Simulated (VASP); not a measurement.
# SbSe2 (P6mm) in VASP: notebook

SbSe2 is run at these levels: PBE; tasks: relaxation of cell and atoms, single point.

All numbers are computed with VASP 6.6.1; they aren't measurements. Logs are shortened: lines on timing, memory, paths and dates and some standing lists are left out, and cuts for length are marked.

## Step 1: The cell of the first run

The structure is hexagonal, space group P6mm (No. 183). The conventional cell has a = 4.898 Å, b = 4.898 Å, c = 3.732 Å, α = 90.00°, β = 90.00°, γ = 120.00°. Sb (site symmetry 6mm) has 6 Se at 3.00 Å and 2 Sb at 3.73 Å within 3.9 Å. Se (site symmetry 3m) has 3 Se at 2.83 Å and 3 Sb at 3.00 Å within 3.7 Å.

## Step 2: Relaxation of cell and atoms, PBE

The input, INCAR:

```
SYSTEM = SbSe2
  PREC = Accurate
  ENCUT = 600
  EDIFF = 1E-6
  ISMEAR = 0
  SIGMA = 0.1
  LREAL = .False.
  LASPH = .True.
  NELM = 100
  ALGO = Normal
  ISIF = 3
  LWAVE = .False.
  LCHARG = .False.
  GGA = PE
  IBRION = 2
  NSW = 90
  EDIFFG = -0.04
```

The input, KPOINTS:

```
regular mesh
0
Gamma
  6 6 6
  0 0 0
```

The input, POSCAR:

```
SbSe2
1.0
    4.8983000067      0.0000000000      0.0000000000
   -2.4491500034      4.2420522412      0.0000000000
    0.0000000000      0.0000000000      3.7322728018
Sb Se
1 2
Direct
    0.0000000000      0.0000000000      0.7845285681
    0.3333333333      0.6666666667      0.5191343760
    0.6666666667      0.3333333333      0.5191343760
```

Potentials or basis: VASP PAW PBE potentials, release 64 (Sb, Se).

Started as:

```bash
$ cat potpaw_PBE.64/Sb/POTCAR potpaw_PBE.64/Se/POTCAR > POTCAR
$ mpirun -np 1 vasp_std > vasp.out
```

OUTCAR:

```text
SYSTEM = SbSe2
   PREC = Accurate
   ENCUT = 600
   EDIFF = 1E-6
   ISMEAR = 0
   LREAL = .False.
   LASPH = .True.
   NELM = 100
   ISIF = 3
   GGA = PE
   IBRION = 2
   NSW = 90
   EDIFFG = -0.04

 ion  position               nearest neighbor table
   1  0.000  0.000  0.785-   2 3.00   3 3.00   3 3.00   2 3.00   3 3.00   2 3.00
   2  0.333  0.667  0.519-   1 3.00   1 3.00   1 3.00
   3  0.667  0.333  0.519-   1 3.00   1 3.00   1 3.00

  LATTYP: Found a hexagonal cell.
 ALAT       =     4.8983000067
 C/A-ratio  =     0.7619526768

  Lattice vectors:

 A1 = (   4.8983000067,   0.0000000000,   0.0000000000)
 A2 = (  -2.4491500034,   4.2420522412,   0.0000000000)
 A3 = (   0.0000000000,   0.0000000000,   3.7322728018)

Analysis of symmetry for initial positions (statically):
=====================================================================
 Subroutine PRICEL returns:
 Original cell was already a primitive cell.

 Routine SETGRP: Setting up the symmetry group for a
 hexagonal supercell.

 Subroutine GETGRP returns: Found 12 space group operations
 (whereof 12 operations were pure point group operations)
 out of a pool of 24 trial point group operations.

The static configuration has the point symmetry C_6v.

Analysis of symmetry for dynamics (positions and initial velocities):
=====================================================================
 Subroutine PRICEL returns:
 Original cell was already a primitive cell.

 Routine SETGRP: Setting up the symmetry group for a
 hexagonal supercell.

 Subroutine GETGRP returns: Found 12 space group operations
 (whereof 12 operations were pure point group operations)
 out of a pool of 24 trial point group operations.

The dynamic configuration has the point symmetry C_6v.

 Subroutine INISYM returns: Found 12 space group operations
 (whereof 12 operations are pure point group operations),
 and found     1 'primitive' translations

----------------------------------------------------------------------------------------

                                     Primitive cell

  volume of cell :      77.5523

  direct lattice vectors                    reciprocal lattice vectors
     4.898300007  0.000000000  0.000000000     0.204152461  0.117867478  0.000000000
    -2.449150003  4.242052241  0.000000000     0.000000000  0.235734956  0.000000000
     0.000000000  0.000000000  3.732272802     0.000000000  0.000000000  0.267933255

  length of vectors
     4.898300007  4.898300007  3.732272802     0.235734956  0.235734956  0.267933255

  position of ions in fractional coordinates (direct lattice)
     0.000000000  0.000000000  0.784528568
     0.333333333  0.666666667  0.519134376
     0.666666667  0.333333333  0.519134376

  ion indices of the primitive-cell ions
   primitive index   ion index
                 1           1
                 2           2
                 3           3

----------------------------------------------------------------------------------------

 KPOINTS: regular mesh

Automatic generation of k-mesh.
 Grid dimensions read from file:
 generate k-points for:    6    6    6

 Generating k-lattice:

  Cartesian coordinates                     Fractional coordinates (reciprocal lattice)
     0.034025410  0.019644580  0.000000000     0.166666667  0.000000000  0.000000000
     0.000000000  0.039289159  0.000000000     0.000000000  0.166666667  0.000000000
     0.000000000  0.000000000  0.044655542     0.000000000  0.000000000  0.166666667

  Length of vectors
     0.039289159  0.039289159  0.044655542

  Shift w.r.t. Gamma in fractional coordinates (k-lattice)
     0.000000000  0.000000000  0.000000000

 Subroutine IBZKPT returns following result:
 ===========================================

 Found     28 irreducible k-points:

 Following reciprocal coordinates:
            Coordinates               Weight
  0.000000  0.000000  0.000000      1.000000
  0.166667 -0.000000  0.000000      6.000000
  0.333333 -0.000000  0.000000      6.000000
  0.500000 -0.000000  0.000000      3.000000
  0.166667  0.166667  0.000000      6.000000
  0.333333  0.166667  0.000000     12.000000
[... 16 lines left out ...]
  0.166667 -0.000000  0.500000      6.000000
  0.333333 -0.000000  0.500000      6.000000
 [... further k-points ...]
   k-points           NKPTS =     28   k-points in BZ     NKDIM =     28   number of bands    NBANDS=     12
   number of dos      NEDOS =    301   number of ions     NIONS =      3
   total plane-waves  NPLWV =  48000
   dimension x,y,z NGX =    40 NGY =   40 NGZ =   30
   dimension x,y,z NGXF=    80 NGYF=   80 NGZF=   60
   ions per type =               1   2
   NGX,Y,Z   is equivalent  to a cutoff of  13.58, 13.58, 13.36 a.u.
   NGXF,Y,Z  is equivalent  to a cutoff of  27.15, 27.15, 26.73 a.u.
 SYSTEM =  SbSe2
   PREC   = accura    normal or accurate (medium, high low for compatibility)
   ISTART =      0    job   : 0-new  1-cont  2-samecut
   ICHARG =      2    charge: 1-file 2-atom 10-const
   ISPIN  =      1    spin polarized calculation?
   LNONCOLLINEAR =      F non collinear calculations
   LSORBIT =      F    spin-orbit coupling
   LASPH  =      T    aspherical Exc in radial PAW
   ENCUT  =  600.0 eV  44.10 Ry    6.64 a.u.   9.78  9.78  7.45*2*pi/ulx,y,z
   NELM   =    100;   NELMIN=  2; NELMDL= -5     # of ELM steps
   EDIFF  = 0.1E-05   stopping-criterion for ELM
   LREAL  =      F    real-space projection
   EDIFFG = -.4E-01   stopping-criterion for IOM
   NSW    =     90    number of steps for IOM
   IBRION =      2    ionic relax: 0-MD 1-quasi-New 2-CG
   NFREE  =      1    steps in history (QN), initial steepest desc. (CG)
   ISIF   =      3    stress and relaxation
   ISYM   =      2    0-nonsym 1-usesym 2-fastsym
   POTIM  = 0.5000    time-step for ionic-motion
   TEBEG  =    0.0;   TEEND  =   0.0 temperature during run
   PSTRESS=    0.0 pullay stress
   NELECT =      17.0000    total number of electrons
   NUPDOWN=      -1.0000    fix difference up-down
   EMIN   =  10.00;   EMAX   =-10.00  energy-range for DOS
   EFERMI =   0.00;   METHOD = LEGACY
   ISMEAR =     0;   SIGMA  =   0.10  broadening in eV -4-tet -1-fermi 0-gaus
   EFERMI_NEDOS =   21; number of points for ismear=-14 and -15
   IALGO  =     38    algorithm
   IMIX   =      4    mixing-type and parameters
     AMIX     =   0.40;   BMIX     =  1.00
     AMIX_MAG =   1.60;   BMIX_MAG =  1.00
  volume/ion in A,a.u.               =      25.85       174.45
  Fermi-wavevector in a.u.,A,eV,Ry     =   0.987096  1.865342 13.256962  0.974359
  Thomas-Fermi vector in A             =   2.118525
   LORBIT       =      0    0 simple, 1 ext, 2 COOP (PROOUT), +10 PAW based schemes
   GGA     = PE    functional components
   LHFCALC =     F    Hartree Fock is set to
   AEXX    =    0.0000 exact exchange contribution
   IVDW    =     0    specifies the selected vdW correction
   LEPSILON=     F    determine dielectric tensor
   LRPA    =     F    only Hartree local field effects (RPA)
 conjugate gradient relaxation of ions
 non-spin polarized calculation
 Gauss-broadening in eV      SIGMA  =   0.10
  energy-cutoff  :      600.00
  volume of cell :       77.55
 maximum number of plane-waves:      2604
 NGX is ok and might be reduce to    40
   NGX = 19   NGY = 19   NGZ = 15

--------------------------------------- Ionic step        1  -------------------------------------------

 number of electron      16.9999999 magnetization

 Free energy of the ion-electron system (eV)
  ---------------------------------------------------
  ext. energy  EPLUGINS =         0.00000000
  ---------------------------------------------------
  free energy    TOTEN  =       -10.28321701 eV

  energy without entropy =      -10.27607317  energy(sigma->0) =      -10.27964509

------------------------ aborting loop because EDIFF is reached ----------------------------------------

  FORCE on cell =-STRESS in cart. coord.  units (eV):
  Direction    XX          YY          ZZ          XY          YZ          ZX
  --------------------------------------------------------------------------------------
  -------------------------------------------------------------------------------------
  Total        0.1562187      0.1562187     -0.2146213     -0.0000000     -0.0000000     -0.0000000
  in kB        3.2273711      3.2273711     -4.4339270     -0.0000000     -0.0000000     -0.0000000
  external PRESSURE =       0.6736051 kB  Pullay stress =       0.0000000 kB

 VOLUME and BASIS-vectors are now :
 -----------------------------------------------------------------------------
  energy-cutoff  :      600.00
  volume of cell :       77.55
      direct lattice vectors                 reciprocal lattice vectors
     4.898300007  0.000000000  0.000000000     0.204152461  0.117867478  0.000000000
    -2.449150003  4.242052241  0.000000000     0.000000000  0.235734956  0.000000000
     0.000000000  0.000000000  3.732272802     0.000000000  0.000000000  0.267933255
[... 75 lines left out ...]
 POSITION                                       TOTAL-FORCE (eV/Angst)
 -----------------------------------------------------------------------------------
      0.00000     -0.00000      2.91566        -0.000000      0.000000     -0.007930
     -0.00000      2.83780      1.92763        -0.000000     -0.000000      0.003965
      2.45760      1.41890      1.92763         0.000000     -0.000000      0.003965
 -----------------------------------------------------------------------------------
    total drift:                               -0.000000     -0.000000     -0.000458

  FREE ENERGIE OF THE ION-ELECTRON SYSTEM (eV)
  ---------------------------------------------------
  free  energy   TOTEN  =       -10.2842532081 eV

  energy  without entropy=      -10.2774563412  energy(sigma->0) =      -10.28085477

--------------------------------------- Ionic step        4  -------------------------------------------

 number of electron      17.0000000 magnetization

 Free energy of the ion-electron system (eV)
  ---------------------------------------------------
  ext. energy  EPLUGINS =         0.00000000
  ---------------------------------------------------
  free energy    TOTEN  =       -10.28496559 eV

  energy without entropy =      -10.27821267  energy(sigma->0) =      -10.28158913

 E-fermi :   5.1005     XC(G=0):  -9.6623

 val. band max:        5.0929241115   @ k =   0.3333  -0.0000   0.0000
 cond. band min:       5.1203447325   @ k =   0.1667  -0.0000   0.1667
 fundamental gap:      0.0274206210
 Fermi energy:         5.1004701684

 k-point     1 :       0.0000    0.0000    0.0000
  band No.  band energies     occupation
      1      -9.8287      2.00000
      2      -5.9961      2.00000
      3      -3.0076      2.00000
      4       0.6363      2.00000
      5       0.6363      2.00000
      6       1.6712      2.00000
      7       1.6712      2.00000
      8       3.3514      2.00000
      9       6.0076      0.00000
     10       6.2311      0.00000
     11       9.6641      0.00000
     12       9.6641      0.00000

 k-point     2 :       0.1667   -0.0000    0.0000
  band No.  band energies     occupation
      1      -9.6459      2.00000
      2      -6.3194      2.00000
      3      -3.4220      2.00000
      4      -0.0325      2.00000
      5       0.6068      2.00000
      6       2.7165      2.00000
      7       2.9073      2.00000
      8       3.6931      2.00000
      9       5.7916      0.00000
     10       6.4355      0.00000
     11       8.5000      0.00000
     12       9.2823      0.00000
[... 316 lines left out ...]
 k-point    24 :       0.3333   -0.0000    0.5000
  band No.  band energies     occupation
      1      -8.6775      2.00000
      2      -6.7286      2.00000
      3      -3.4924      2.00000
      4      -0.0151      2.00000
      5       0.1397      2.00000
      6       1.9904      2.00000
      7       2.8835      2.00000
      8       3.5692      2.00000
      9       4.7645      2.00000
     10       6.3404      0.00000
     11       6.7268      0.00000
     12       7.6066      0.00000

 [... further k-points ...]
[... 5 lines left out ...]
  --------------------------------------------------------------------------------------
  -------------------------------------------------------------------------------------
  Total       -0.0946031     -0.0946031     -0.1099502      0.0000000     -0.0000000     -0.0000000
  in kB       -1.9591980     -1.9591980     -2.2770321      0.0000000     -0.0000000     -0.0000000
  external PRESSURE =      -2.0651427 kB  Pullay stress =       0.0000000 kB

 VOLUME and BASIS-vectors are now :
 -----------------------------------------------------------------------------
  energy-cutoff  :      600.00
  volume of cell :       77.36
      direct lattice vectors                 reciprocal lattice vectors
     4.914714280 -0.000000000 -0.000000000     0.203470628  0.117473822  0.000000000
    -2.457357140  4.256267419  0.000000000     0.000000000  0.234947643  0.000000000
     0.000000000 -0.000000000  3.698368731     0.000000000  0.000000000  0.270389481

 POSITION                                       TOTAL-FORCE (eV/Angst)
 -----------------------------------------------------------------------------------
      0.00000     -0.00000      2.90331        -0.000000      0.000000     -0.001262
     -0.00000      2.83751      1.91903         0.000000     -0.000000      0.000631
      2.45736      1.41876      1.91903         0.000000     -0.000000      0.000631
 -----------------------------------------------------------------------------------
    total drift:                               -0.000000     -0.000000     -0.000654

  FREE ENERGIE OF THE ION-ELECTRON SYSTEM (eV)
  ---------------------------------------------------
  free  energy   TOTEN  =       -10.2849655949 eV

  energy  without entropy=      -10.2782126688  energy(sigma->0) =      -10.28158913

 reached required accuracy - stopping structural energy minimisation
```

It took 34 s on 1 thread of AMD EPYC 9R45 (Zen 5), shared host; peak memory 0.19 GiB.

What came out:

| Item | Value |
| --- | --- |
| Free energy | -10.2850 eV |
| Relaxed volume | 25.79 Å³/atom |
| Relaxed cell | a = 4.915 Å, b = 4.915 Å, c = 3.698 Å, α = 90.00°, β = 90.00°, γ = 120.00° |
| Space group after relaxing (to 0.05 Å) | P6mm (No. 183) |
| Energy gained by relaxing | 0.6 meV/atom |
| Ionic steps | 4 |
| Pressure after relaxing | -0.2 GPa |

Step by step:
```
step  energy change (eV)  largest force (eV/Å)  pressure (GPa)  volume (Å³)
   1              0.0000                0.0222            0.07        77.55
   2             -0.0010                0.0001           -0.23        77.67
   3             -0.0010                0.0079           -0.33        77.72
   4             -0.0017                0.0013           -0.21        77.36
```

Final structure:
```
Sb Se
1.0
     4.91471    0.00000    0.00000
    -2.45736    4.25627    0.00000
     0.00000    0.00000    3.69837
Sb Se
1 2
Direct
  0.00000 0.00000 0.78503
  0.33333 0.66667 0.51889
  0.66667 0.33333 0.51889
```

Caveat: spin-orbit coupling is left out, which moves the levels of the heavy elements.

(Continued in part 2 of 2.)
